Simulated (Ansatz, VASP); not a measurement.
## AlNi in VASP and in Ansatz

```
Ni Al
1.0
     2.88100    0.00000    0.00000
     0.00000    2.88100    0.00000
     0.00000    0.00000    2.93862
Ni Al
1 1
Direct
  0.50000 0.50000 0.50000
  0.00000 0.00000 0.00000
```

Alike in both runs: functional PBEsol; k mesh 8 × 8 × 8; occupations fermi-dirac, width 0.05 eV; collinear spin.

```csv
,VASP,Ansatz
version,VASP 6.6.1,Ansatz 0.2.0
potentials or method,"VASP PAW PBE potentials, release 64 (Ni, Al)",Ansatz PAW
plane-wave cutoff (eV),520,420
valence electrons in the cell,13,21
task,single point,band structure
```

```csv
,VASP,Ansatz,Ansatz less VASP
gap on the k mesh at the Fermi level (eV),none,none,-
pressure (GPa),-5.9,-6.1,-0.20
"traceless stress, the component that is largest in VASP (GPa)",-0.48,-0.45,+0.034
net moment per atom (μB),0.00,0.00,0.000
```

VASP's potentials were made for PBE, not for PBEsol. A gap of «none» marks a metal or a gap that the smearing closes. VASP's potentials hold 13 valence electrons a cell and Ansatz's 21, so a difference there can come from the potentials and not from the codes.
